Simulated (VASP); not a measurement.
A run of VASP 6.6.1:

Contents of INCAR:

```
PREC = Accurate
ENCUT = 520
EDIFF = 1E-7
ISMEAR = 0
SIGMA = 0.1
LREAL = False
LASPH = True
NELM = 80
ALGO = Normal
ISIF = 2
LWAVE = False
LCHARG = False
LDIPOL = True
IDIPOL = 3
DIPOL = 0.5 0.5 0.333
GGA = PE
NBANDS = 44
```

File KPOINTS:

```
Automatic mesh
0
Gamma
  6 6 1
```

Contents of POSCAR:

```
Ta6C
1.0
    4.6937283333      0.0000000000      0.0000000000
   -2.3468641667      4.0648879751      0.0000000000
    0.0000000000      0.0000000000     19.9881921067
Ta C
6 1
Direct
    0.6666666667      0.3333333333      0.2001181487
    0.3333333333      0.6666666667      0.2480516125
    0.0000000000      0.0000000000      0.2959850764
    0.6666666667      0.3333333333      0.3401842440
    0.3333333333      0.6666666667      0.3819724415
    0.0000000000      0.0000000000      0.4246603225
    0.6666666667      0.3333333333      0.4413814906
```

Potentials or basis: VASP PAW PBE potentials, release 64 (Ta_pv, C).

Command:

```console
$ cat potpaw_PBE.64/Ta_pv/POTCAR potpaw_PBE.64/C/POTCAR > POTCAR
$ mpirun -np 1 vasp_std > vasp.out
```

Hardware: 1 thread of Intel(R) Xeon(R) Platinum 8488C (Sapphire Rapids) (shared host).

Q: Estimate the wall time of this run.

A: Wall time 4.9 min on 1 thread of Intel(R) Xeon(R) Platinum 8488C (Sapphire Rapids), with other jobs on the host, peak memory 0.51 GiB. Counts: scf iterations 33, k points 7.
